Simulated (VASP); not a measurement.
Input of a VASP 6.6.1 run:

The input INCAR:

```
SYSTEM = InSe
ALGO = Normal ; DIPOL = 0.5 0.5 0.310
EDIFF = 1E-6 ; ENCUT = 520
IDIPOL = 3 ; ISIF = 2
ISMEAR = 0 ; LASPH = .TRUE.
LCHARG = .FALSE. ; LDIPOL = .TRUE.
LREAL = .FALSE. ; LWAVE = .FALSE.
NBANDS = 48 ; NELM = 100
PREC = Accurate ; SIGMA = 0.01
```

File KPOINTS:

```
k-points
0
G
  12 12 1
  0 0 0
```

POSCAR

```
InSe
1.0
    4.0000000000      0.0000000000      0.0000000000
   -2.0000000000      3.4641016151      0.0000000000
    0.0000000000      0.0000000000     51.2000000031
Se In
4 4
Direct
    0.3333333333      0.6666666667      0.1794777739
    0.3333333333      0.6666666667      0.2818734098
    0.0000000000      0.0000000000      0.3372843439
    0.0000000000      0.0000000000      0.4396574892
    0.0000000000      0.0000000000      0.2038469559
    0.0000000000      0.0000000000      0.2574063604
    0.6666666667      0.3333333333      0.3617307316
    0.6666666667      0.3333333333      0.4152854351
```

Potentials or basis: VASP PAW LDA potentials, release 64 (Se, In_d).

Command:

```console
$ cat potpaw_LDA.64/Se/POTCAR potpaw_LDA.64/In_d/POTCAR > POTCAR
$ mpirun -np 1 vasp_std > vasp.out
```

Predict the largest force.

0.028 eV/Å.

Estimate the band gap on the k mesh.

0.87 eV (least direct gap 0.95 eV).

Forces on the atoms (eV/Å):
```
Se   0.000  0.000 -0.028
Se   0.000  0.000  0.026
Se   0.000  0.000 -0.026
Se   0.000  0.000  0.027
In   0.000  0.000  0.012
In   0.000  0.000 -0.013
In   0.000  0.000  0.013
In   0.000  0.000 -0.012
```

Caveat: spin-orbit coupling is left out, which moves the levels of the heavy elements.
